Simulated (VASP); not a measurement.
SiC:

```
Si C
1.0
     4.89087    0.01590    0.03696
    -2.43166    4.31337   -0.01761
     0.04506    0.00122    6.07586
Si C
6 6
Direct
  0.60025 0.00026 0.33845
  0.62312 0.00156 0.83138
  0.02066 0.60840 0.15292
  0.97536 0.59318 0.66239
  0.39726 0.39580 0.99885
  0.39280 0.38507 0.51181
  0.37937 0.00514 0.07121
  0.37287 0.00114 0.58544
  0.00207 0.37115 0.42761
  0.99536 0.37277 0.91819
  0.61604 0.63058 0.24702
  0.62485 0.63497 0.75472
```

* Program: VASP 6.6.1
* Task: relaxation of cell and atoms
* Functional: PBE
* Potentials or basis: VASP PAW PBE potentials, release 64 (Si, C)
* Cutoff: 600 eV
* k mesh: 3 × 3 × 2
* Occupations: gaussian, width 0.1 eV
* Spin: no spin polarisation

At the start: pressure -2.5 GPa; volume 10.70 Å³/atom.

Task: Where does the relaxation end?

Result: Over 12 steps the energy falls by 66.3 meV/atom and the volume is 10.44 Å³/atom (-2.5 %); space group P1 (No. 1, to 0.1 Å) before, P3_221 (No. 154, to 0.1 Å).

The path:
```csv
step,energy change (eV),largest force (eV/Å),pressure (GPa),volume (Å³)
1,0.0000,2.8999,-2.53,128.40
2,-0.5558,1.6385,0.47,125.23
3,-0.6486,1.0516,-1.09,126.13
4,-0.7714,0.5190,1.28,124.41
5,-0.7757,0.4258,0.87,124.67
6,-0.7897,0.2274,-0.44,125.50
7,-0.7903,0.1734,-0.23,125.36
8,-0.7942,0.0964,0.01,125.27
9,-0.7944,0.1130,0.07,125.25
10,-0.7956,0.0372,-0.04,125.30
11,-0.7956,0.0367,-0.06,125.30
12,-0.7958,0.0169,0.02,125.25
```

Final structure:
```yaml
crystal:
  lattice:
    - [4.90852, 0.00013, 0.00026]
    - [-2.45454, 4.25112, -0.00047]
    - [-0.00080, -0.00053, 6.00233]
  atoms:
    - { symbol: Si, position: [0.61457, 0.99991, 0.33326] }
    - { symbol: Si, position: [0.61476, 0.00010, 0.83336] }
    - { symbol: Si, position: [0.99996, 0.61460, 0.16662] }
    - { symbol: Si, position: [0.00006, 0.61474, 0.66660] }
    - { symbol: Si, position: [0.38527, 0.38530, 0.00006] }
    - { symbol: Si, position: [0.38534, 0.38529, 0.50015] }
    - { symbol: C, position: [0.37288, 0.99993, 0.08330] }
    - { symbol: C, position: [0.37297, 0.00010, 0.58324] }
    - { symbol: C, position: [0.00003, 0.37289, 0.41666] }
    - { symbol: C, position: [0.00002, 0.37300, 0.91655] }
    - { symbol: C, position: [0.62703, 0.62697, 0.25012] }
    - { symbol: C, position: [0.62712, 0.62717, 0.75009] }
```

Caveat: the k points lie up to 0.52 Å⁻¹ apart in the final cell.
